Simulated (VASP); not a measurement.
# BaTiO3 in VASP: further runs, part 2 of 2

VASP 6.6.1.

## (5) Single point, LDA

This run uses another cell than the first one, of 13.18 Å³/atom.

Contents of INCAR:

```
SYSTEM = BaTiO3
PREC     = Accurate       ! precision mode
ENCUT    = 520            ! plane-wave cutoff, eV
EDIFF    = 1E-7           ! SCF threshold, eV
ISMEAR   = -1             ! smearing method
SIGMA    = 0.02           ! smearing width, eV
LREAL    = .False.        ! projectors in reciprocal space
LASPH    = .True.         ! aspherical terms in the spheres
NELM     = 100            ! most SCF steps
ALGO     = Normal         ! electronic algorithm
ISIF     = 2              ! what is computed and relaxed
LWAVE    = .False.        ! write WAVECAR
LCHARG   = .False.        ! write CHGCAR
NBANDS   = 28             ! bands
```

Contents of KPOINTS:

```
Automatic mesh
0
Gamma
  6 6 6
  0 0 0
```

Contents of POSCAR:

```
BaTiO3
1.0
    4.0060000000      0.0000000000      0.0000000000
    0.0000000000      4.0060000000      0.0000000000
    0.0000000000      0.0000000000      4.1061500000
Ba Ti O
1 1 3
Direct
    0.5000000000      0.5000000000      0.5000000000
    0.0000000000      0.0000000000      0.0000000000
    0.5000000000      0.0000000000      0.0000000000
    0.0000000000      0.5000000000      0.0000000000
    0.0000000000      0.0000000000      0.5000000000
```

Potentials or basis: VASP PAW LDA potentials, release 64 (Ba_sv, Ti_sv, O).

Started as:

```console
$ cat potpaw_LDA.64/Ba_sv/POTCAR potpaw_LDA.64/Ti_sv/POTCAR potpaw_LDA.64/O/POTCAR > POTCAR
$ mpirun -np 1 vasp_std > vasp.out
```

OUTCAR:

```text
SYSTEM = BaTiO3
   PREC = Accurate
   ENCUT = 520
   EDIFF = 1E-7
   ISMEAR = -1
   LREAL = .False.
   LASPH = .True.
   NELM = 100
   ISIF = 2

 ion  position               nearest neighbor table
   1  0.500  0.500  0.500-   5 2.83   5 2.83   5 2.83   5 2.83   4 2.87   3 2.87   4 2.87   3 2.87
                             4 2.87   3 2.87   4 2.87   3 2.87   2 3.50   2 3.50   2 3.50   2 3.50
   2  0.000  0.000  0.000-   3 2.00   4 2.00   4 2.00   3 2.00   5 2.05   5 2.05   1 3.50   1 3.50
                             1 3.50   1 3.50   1 3.50   1 3.50   1 3.50   1 3.50
[... 952 lines left out ...]
  -------------------------------------------------------------------------------------
  Total       -3.9343708     -3.9343708     -5.5409935      0.0000000      0.0000000      0.0000000
  in kB      -95.6597343    -95.6597343   -134.7229321      0.0000000      0.0000000      0.0000000
  external PRESSURE =    -108.6808003 kB  Pullay stress =       0.0000000 kB

 VOLUME and BASIS-vectors are now :
 -----------------------------------------------------------------------------
  energy-cutoff  :      520.00
  volume of cell :       65.90
      direct lattice vectors                 reciprocal lattice vectors
     4.006000000  0.000000000  0.000000000     0.249625562  0.000000000  0.000000000
     0.000000000  4.006000000  0.000000000     0.000000000  0.249625562  0.000000000
     0.000000000  0.000000000  4.106150000     0.000000000  0.000000000  0.243537133

 POSITION                                       TOTAL-FORCE (eV/Angst)
 -----------------------------------------------------------------------------------
      2.00300      2.00300      2.05308         0.000000      0.000000      0.000000
      0.00000      0.00000      0.00000         0.000000      0.000000      0.000000
      2.00300      0.00000      0.00000         0.000000      0.000000      0.000000
      0.00000      2.00300      0.00000         0.000000      0.000000      0.000000
      0.00000      0.00000      2.05308         0.000000      0.000000      0.000000
 -----------------------------------------------------------------------------------
    total drift:                                0.000000     -0.000000      0.000000

  FREE ENERGIE OF THE ION-ELECTRON SYSTEM (eV)
  ---------------------------------------------------
  free  energy   TOTEN  =       -43.9935692464 eV

  energy  without entropy=      -43.9935692463  energy(sigma->0) =      -43.99356925
```

OSZICAR:

```text
N       E                     dE             d eps       ncg     rms          rms(c)
DAV:   1     0.415971111925E+03    0.41597E+03   -0.20488E+04  2240   0.150E+03
DAV:   2    -0.133289389651E+02   -0.42930E+03   -0.41032E+03  2568   0.410E+02
DAV:   3    -0.528363084525E+02   -0.39507E+02   -0.39155E+02  2680   0.130E+02
DAV:   4    -0.547951797792E+02   -0.19589E+01   -0.19551E+01  3572   0.255E+01
DAV:   5    -0.548289759545E+02   -0.33796E-01   -0.33789E-01  2844   0.315E+00    0.220E+01
DAV:   6    -0.445064754144E+02    0.10323E+02   -0.57891E+01  3136   0.641E+01    0.103E+01
DAV:   7    -0.442601455517E+02    0.24633E+00   -0.11039E+01  2912   0.239E+01    0.638E+00
DAV:   8    -0.440235205113E+02    0.23663E+00   -0.72101E-01  2716   0.725E+00    0.328E+00
DAV:   9    -0.440348710036E+02   -0.11350E-01   -0.40576E-01  3236   0.512E+00    0.177E+00
DAV:  10    -0.440000512917E+02    0.34820E-01   -0.23899E-01  2648   0.480E+00    0.636E-01
DAV:  11    -0.439936068442E+02    0.64444E-02   -0.26148E-02  2992   0.105E+00    0.143E-01
DAV:  12    -0.439936846255E+02   -0.77781E-04   -0.15825E-03  2784   0.329E-01    0.868E-02
DAV:  13    -0.439935981706E+02    0.86455E-04   -0.26218E-04  2748   0.165E-01    0.540E-02
DAV:  14    -0.439935704335E+02    0.27737E-04   -0.48773E-05  3312   0.576E-02    0.100E-02
DAV:  15    -0.439935692708E+02    0.11627E-05   -0.53300E-06  3040   0.187E-02    0.251E-03
DAV:  16    -0.439935692464E+02    0.24436E-07   -0.43045E-07  2680   0.448E-03
   1 F= -.43993569E+02 E0= -.43993569E+02  d E =-.374010E-10
```

Wall time 87 s (1 thread of Intel Xeon 8259CL, shared host); peak memory 0.2 GiB.

What came out:

| Property | Result |
| --- | --- |
| Free energy | -43.9936 eV |
| Pressure | -10.9 GPa |
| Band gap on the k mesh | 1.56 eV (least direct gap 1.75 eV) |

Levels at points of the mesh, in eV from the valence-band top:
| k point | band 18 | band 19 | band 20 | band 21 | band 22 | band 23 |
| --- | --- | --- | --- | --- | --- | --- |
| (0.00, 0.00, 0.00) | -0.22 | -0.19 | -0.19 | 1.56 | 1.56 | 1.60 |
| (0.50, 0.00, 0.00) | -1.91 | -0.78 | -0.75 | 1.72 | 3.35 | 3.36 |
| (0.50, 0.50, 0.00) | -0.79 | -0.79 | -0.07 | 3.36 | 3.36 | 3.78 |
| (0.00, 0.00, 0.50) | -1.69 | -0.74 | -0.74 | 1.73 | 3.16 | 3.16 |
| (0.50, 0.00, 0.50) | -0.99 | -0.98 | -0.16 | 3.16 | 3.37 | 3.66 |
| (0.50, 0.50, 0.50) | -0.05 | -0.05 | 0.00 | 3.91 | 3.91 | 4.02 |

Caveat: the cell stands under tension; spin-orbit coupling is left out, which moves the levels of the heavy elements. A k mesh can miss the band edges.

## (6) Single point, LDA

This run uses another cell than the first one, of 13.50 Å³/atom.

Contents of INCAR:

```
SYSTEM = BaTiO3
ALGO = Normal ; EDIFF = 1E-7
ENCUT = 520 ; GGA = CA
ISIF = 2 ; ISMEAR = -1
LASPH = .TRUE. ; LCHARG = .TRUE.
LELF = .TRUE. ; LREAL = .FALSE.
LVHAR = .TRUE. ; LWAVE = .FALSE.
NBANDS = 28 ; NELM = 80
PREC = Accurate ; SIGMA = 0.02
```

Contents of KPOINTS:

```
k-points
0
G
  6 6 6
  0 0 0
```

POSCAR, as its differences from that of step 5:

```diff
@@ -4,3 +4,3 @@
     0.0000000000      4.0060000000      0.0000000000
-    0.0000000000      0.0000000000      4.1061500000
+    0.0000000000      0.0000000000      4.2063000000
 Ba Ti O
```

Potentials or basis: VASP PAW LDA potentials, release 64 (Ba_sv, Ti_sv, O).

Started as:

```console
$ cat potpaw_LDA.64/Ba_sv/POTCAR potpaw_LDA.64/Ti_sv/POTCAR potpaw_LDA.64/O/POTCAR > POTCAR
$ mpirun -np 1 vasp_std > vasp.out
```

OUTCAR:

```text
SYSTEM = BaTiO3
   EDIFF = 1E-7
   ENCUT = 520
   GGA = CA
   ISIF = 2
   ISMEAR = -1
   LASPH = .TRUE.
   LREAL = .FALSE.
   NELM = 80
   PREC = Accurate

 ion  position               nearest neighbor table
   1  0.500  0.500  0.500-   5 2.83   5 2.83   5 2.83   5 2.83   4 2.90   3 2.90   4 2.90   3 2.90
                             4 2.90   3 2.90   4 2.90   3 2.90   2 3.53   2 3.53   2 3.53   2 3.53
   2  0.000  0.000  0.000-   3 2.00   4 2.00   4 2.00   3 2.00   5 2.10   5 2.10   1 3.53   1 3.53
                             1 3.53   1 3.53   1 3.53   1 3.53   1 3.53   1 3.53
   3  0.500  0.000  0.000-   2 2.00   2 2.00   1 2.90   1 2.90   1 2.90   1 2.90
   4  0.000  0.500  0.000-   2 2.00   2 2.00   1 2.90   1 2.90   1 2.90   1 2.90
   5  0.000  0.000  0.500-   2 2.10   2 2.10   1 2.83   1 2.83   1 2.83   1 2.83

  LATTYP: Found a simple tetragonal cell.
 ALAT       =     4.0060000000
 C/A-ratio  =     1.0500000000

  Lattice vectors:

 A1 = (   4.0060000000,   0.0000000000,   0.0000000000)
 A2 = (   0.0000000000,   4.0060000000,   0.0000000000)
 A3 = (   0.0000000000,   0.0000000000,   4.2063000000)

Analysis of symmetry for initial positions (statically):
=====================================================================
 Subroutine PRICEL returns:
 Original cell was already a primitive cell.

 Routine SETGRP: Setting up the symmetry group for a
 simple tetragonal supercell.

 Subroutine GETGRP returns: Found 16 space group operations
 (whereof 16 operations were pure point group operations)
 out of a pool of 16 trial point group operations.

The static configuration has the point symmetry D_4h.

Analysis of symmetry for dynamics (positions and initial velocities):
=====================================================================
 Subroutine PRICEL returns:
 Original cell was already a primitive cell.

 Routine SETGRP: Setting up the symmetry group for a
 simple tetragonal supercell.

 Subroutine GETGRP returns: Found 16 space group operations
 (whereof 16 operations were pure point group operations)
 out of a pool of 16 trial point group operations.

The dynamic configuration has the point symmetry D_4h.

 Subroutine INISYM returns: Found 16 space group operations
 (whereof 16 operations are pure point group operations),
 and found     1 'primitive' translations

----------------------------------------------------------------------------------------

                                     Primitive cell

  volume of cell :      67.5029

  direct lattice vectors                    reciprocal lattice vectors
     4.006000000  0.000000000  0.000000000     0.249625562  0.000000000  0.000000000
     0.000000000  4.006000000  0.000000000     0.000000000  0.249625562  0.000000000
     0.000000000  0.000000000  4.206300000     0.000000000  0.000000000  0.237738630

  length of vectors
     4.006000000  4.006000000  4.206300000     0.249625562  0.249625562  0.237738630

  position of ions in fractional coordinates (direct lattice)
     0.500000000  0.500000000  0.500000000
     0.000000000  0.000000000  0.000000000
     0.500000000  0.000000000  0.000000000
     0.000000000  0.500000000  0.000000000
     0.000000000  0.000000000  0.500000000

[... 31 lines left out ...]

 Found     40 irreducible k-points:

 Following reciprocal coordinates:
            Coordinates               Weight
  0.000000  0.000000  0.000000      1.000000
  0.166667  0.000000  0.000000      4.000000
  0.333333  0.000000  0.000000      4.000000
  0.500000  0.000000  0.000000      2.000000
  0.166667  0.166667  0.000000      4.000000
  0.333333  0.166667  0.000000      8.000000
[... 16 lines left out ...]
  0.333333  0.000000  0.333333      8.000000
  0.500000  0.000000  0.333333      4.000000
 [... further k-points ...]
   k-points           NKPTS =     40   k-points in BZ     NKDIM =     40   number of bands    NBANDS=     28
   number of dos      NEDOS =    301   number of ions     NIONS =      5
   total plane-waves  NPLWV =  28800
   dimension x,y,z NGX =    30 NGY =   30 NGZ =   32
   dimension x,y,z NGXF=    60 NGYF=   60 NGZF=   64
   ions per type =               1   1   3
   NGX,Y,Z   is equivalent  to a cutoff of  12.45, 12.45, 12.65 a.u.
   NGXF,Y,Z  is equivalent  to a cutoff of  24.90, 24.90, 25.29 a.u.
 SYSTEM =  BaTiO3
   PREC   = accura    normal or accurate (medium, high low for compatibility)
   ISTART =      0    job   : 0-new  1-cont  2-samecut
   ICHARG =      2    charge: 1-file 2-atom 10-const
   ISPIN  =      1    spin polarized calculation?
   LNONCOLLINEAR =      F non collinear calculations
   LSORBIT =      F    spin-orbit coupling
   LASPH  =      T    aspherical Exc in radial PAW
   ENCUT  =  520.0 eV  38.22 Ry    6.18 a.u.   7.45  7.45  7.82*2*pi/ulx,y,z
   NELM   =     80;   NELMIN=  2; NELMDL= -5     # of ELM steps
   EDIFF  = 0.1E-06   stopping-criterion for ELM
   LREAL  =      F    real-space projection
   EDIFFG = 0.1E-05   stopping-criterion for IOM
   NSW    =      0    number of steps for IOM
   IBRION =     -1    ionic relax: 0-MD 1-quasi-New 2-CG
   NFREE  =      0    steps in history (QN), initial steepest desc. (CG)
   ISIF   =      2    stress and relaxation
   ISYM   =      2    0-nonsym 1-usesym 2-fastsym
   POTIM  = 0.5000    time-step for ionic-motion
   TEBEG  =    0.0;   TEEND  =   0.0 temperature during run
   PSTRESS=    0.0 pullay stress
   NELECT =      40.0000    total number of electrons
   NUPDOWN=      -1.0000    fix difference up-down
   EMIN   =  10.00;   EMAX   =-10.00  energy-range for DOS
   EFERMI =   0.00;   METHOD = LEGACY
   ISMEAR =    -1;   SIGMA  =   0.02  broadening in eV -4-tet -1-fermi 0-gaus
   EFERMI_NEDOS =   21; number of points for ismear=-14 and -15
   IALGO  =     38    algorithm
   IMIX   =      4    mixing-type and parameters
     AMIX     =   0.40;   BMIX     =  1.00
     AMIX_MAG =   1.60;   BMIX_MAG =  1.00
  volume/ion in A,a.u.               =      13.50        91.11
  Fermi-wavevector in a.u.,A,eV,Ry     =   1.375057  2.598481 25.725657  1.890782
  Thomas-Fermi vector in A             =   2.500428
   LORBIT       =      0    0 simple, 1 ext, 2 COOP (PROOUT), +10 PAW based schemes
   GGA     = CA    functional components
   LHFCALC =     F    Hartree Fock is set to
   AEXX    =    0.0000 exact exchange contribution
   IVDW    =     0    specifies the selected vdW correction
   LEPSILON=     F    determine dielectric tensor
   LRPA    =     F    only Hartree local field effects (RPA)
 non-spin polarized calculation
  energy-cutoff  :      520.00
  volume of cell :       67.50
 maximum number of plane-waves:      1844
 NGX is ok and might be reduce to    30
   NGX = 15   NGY = 15   NGZ = 15

 number of electron      39.9999980 magnetization

 Free energy of the ion-electron system (eV)
  ---------------------------------------------------
  ext. energy  EPLUGINS =         0.00000000
  ---------------------------------------------------
  free energy    TOTEN  =       -43.83568786 eV

  energy without entropy =      -43.83568786  energy(sigma->0) =      -43.83568786

 E-fermi :   3.5938     XC(G=0): -11.4749

 val. band max:        3.1954235127   @ k =   0.5000   0.5000   0.5000
 cond. band min:       4.6657475478   @ k =   0.0000   0.0000   0.0000
 fundamental gap:      1.4703240351
 Fermi energy:         3.5938138868

 k-point     1 :       0.0000    0.0000    0.0000
  band No.  band energies     occupation
      1     -52.9589      2.00000
      2     -29.5515      2.00000
      3     -29.5515      2.00000
      4     -29.5424      2.00000
      5     -21.6500      2.00000
      6     -13.3842      2.00000
[... 733 lines left out ...]
     27      10.8798      0.00000
     28      12.1335      0.00000

 [... further k-points ...]

------------------------ aborting loop because EDIFF is reached ----------------------------------------

  FORCE on cell =-STRESS in cart. coord.  units (eV):
  Direction    XX          YY          ZZ          XY          YZ          ZX
  --------------------------------------------------------------------------------------
  -------------------------------------------------------------------------------------
  Total       -4.8597113     -4.8597113     -7.6291755      0.0000000      0.0000000      0.0000000
  in kB     -115.3450395   -115.3450395   -181.0781514      0.0000000      0.0000000      0.0000000
  external PRESSURE =    -137.2560768 kB  Pullay stress =       0.0000000 kB

 VOLUME and BASIS-vectors are now :
 -----------------------------------------------------------------------------
  energy-cutoff  :      520.00
  volume of cell :       67.50
      direct lattice vectors                 reciprocal lattice vectors
     4.006000000  0.000000000  0.000000000     0.249625562  0.000000000  0.000000000
     0.000000000  4.006000000  0.000000000     0.000000000  0.249625562  0.000000000
     0.000000000  0.000000000  4.206300000     0.000000000  0.000000000  0.237738630

 POSITION                                       TOTAL-FORCE (eV/Angst)
 -----------------------------------------------------------------------------------
      2.00300      2.00300      2.10315         0.000000      0.000000      0.000000
      0.00000      0.00000      0.00000         0.000000      0.000000      0.000000
      2.00300      0.00000      0.00000         0.000000      0.000000      0.000000
      0.00000      2.00300      0.00000         0.000000      0.000000      0.000000
      0.00000      0.00000      2.10315         0.000000      0.000000      0.000000
 -----------------------------------------------------------------------------------
    total drift:                                0.000000     -0.000000      0.000000

  FREE ENERGIE OF THE ION-ELECTRON SYSTEM (eV)
  ---------------------------------------------------
  free  energy   TOTEN  =       -43.8356878634 eV

  energy  without entropy=      -43.8356878634  energy(sigma->0) =      -43.83568786
```

It took 1.8 min on 1 thread of Intel Xeon 8259CL, shared host; peak memory 0.2 GiB.

Results:

| Item | Value |
| --- | --- |
| Free energy | -43.8357 eV |
| Pressure | -13.7 GPa |
| Band gap on the k mesh | 1.47 eV (least direct gap 1.70 eV) |

Caveat: the cell stands under tension; spin-orbit coupling is left out, which moves the levels of the heavy elements.

## (7) The runs side by side

| cell | gap on the mesh (eV) | pressure (GPa) |
| --- | --- | --- |
| a = 4.006 Å, 5 atoms | 1.65 | -7.3 |
| a = 4.006, b = 4.006, c = 3.806 Å, 5 atoms | 1.62 | 2.7 |
| a = 4.006, b = 4.006, c = 3.906 Å, 5 atoms | 1.64 | -2.8 |
| a = 4.006, b = 4.006, c = 4.106 Å, 5 atoms | 1.56 | -10.9 |
| a = 4.006, b = 4.006, c = 4.206 Å, 5 atoms | 1.47 | -13.7 |

Alike in all rows: task single point; level LDA; potentials or basis VASP PAW LDA potentials, release 64 (Ba_sv, Ti_sv, O); no spin polarisation; k mesh 6 × 6 × 6; cutoff (eV) 520; smearing fermi-dirac 0.02 eV.

Caveats: spin-orbit coupling is left out, which moves the levels of the heavy elements; the cell stands under tension (at least some runs).

Absolute energies hang on the potentials; compare differences alone.
